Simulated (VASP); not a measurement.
A run of VASP 6.6.1:

Contents of INCAR:

```
SYSTEM = SiGeW3
PREC     = Accurate       ! precision mode
ENCUT    = 520            ! plane-wave cutoff, eV
EDIFF    = 1E-7           ! SCF threshold, eV
ISMEAR   = 0              ! smearing method
SIGMA    = 0.1            ! smearing width, eV
LREAL    = .FALSE.        ! projectors in reciprocal space
LASPH    = .TRUE.         ! aspherical terms in the spheres
NELM     = 60             ! most SCF steps
ALGO     = Fast           ! electronic algorithm
ISIF     = 2              ! what is computed and relaxed
LWAVE    = .FALSE.        ! write WAVECAR
LCHARG   = .TRUE.         ! write CHGCAR
GGA      = PE             ! functional
LELF     = .TRUE.         ! ELF
LVHAR    = .TRUE.       
NBANDS   = 38             ! bands
```

KPOINTS

```
regular mesh
0
G
  6 6 2
  0 0 0
```

Contents of POSCAR:

```
SiGeW3
1.0
    3.3516977182      0.0000000000      0.0000000000
    0.0000000000      3.3516977182      0.0000000000
    0.0000000000      0.0000000000      7.5759421705
Si Ge W
1 1 3
Direct
    0.5000000000      0.5000000000      0.0000000000
    0.0000000000      0.0000000000      0.5000000000
    0.0000000000      0.0000000000      0.8327733924
    0.0000000000      0.0000000000      0.1672266076
    0.5000000000      0.5000000000      0.5000000000
```

Potentials or basis: VASP PAW PBE potentials, release 64 (Si, Ge_d, W_sv).

Run with:

```console
$ cat potpaw_PBE.64/Si/POTCAR potpaw_PBE.64/Ge_d/POTCAR potpaw_PBE.64/W_sv/POTCAR > POTCAR
$ mpirun -np 1 vasp_std > vasp.out
```

Hardware: 1 thread of Intel(R) Xeon(R) 6975P-C (Granite Rapids), on a shared host.

Question: Estimate the wall time of this run.

Answer: It took 91 s on 1 thread of Intel(R) Xeon(R) 6975P-C (Granite Rapids) (shared host), peak memory 0.23 GiB. Counts: scf iterations 32, k points 20.
